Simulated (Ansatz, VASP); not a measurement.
# One calculation of PtSe2, two programs

```
Pt Se
1.0
     0.00000    3.14594    3.14594
     3.14594    0.00000    3.14594
     3.14594    3.14594    0.00000
Pt Se
1 2
Direct
  0.00000 0.00000 0.00000
  0.25000 0.25000 0.25000
  0.75000 0.75000 0.75000
```

Alike in both runs: task single point; functional PBE; k mesh 6 × 6 × 6; occupations fermi-dirac, width 0.02 eV; no spin polarisation.

```csv
,VASP,Ansatz
version,VASP 6.6.1,Ansatz 0.2.0
potentials or method,"VASP PAW PBE potentials, release 64 (Pt, Se)","plane waves, PAW"
plane-wave cutoff (eV),520,420
valence electrons in the cell,22,50
```

|  | VASP | Ansatz | Ansatz less VASP |
| --- | --- | --- | --- |
| pressure (GPa) | -0.1 | 0.0 | +0.06 |

VASP's potentials hold 22 valence electrons a cell and Ansatz's 50, so a difference there can come from the potentials and not from the codes.

Spin-orbit coupling is off throughout.
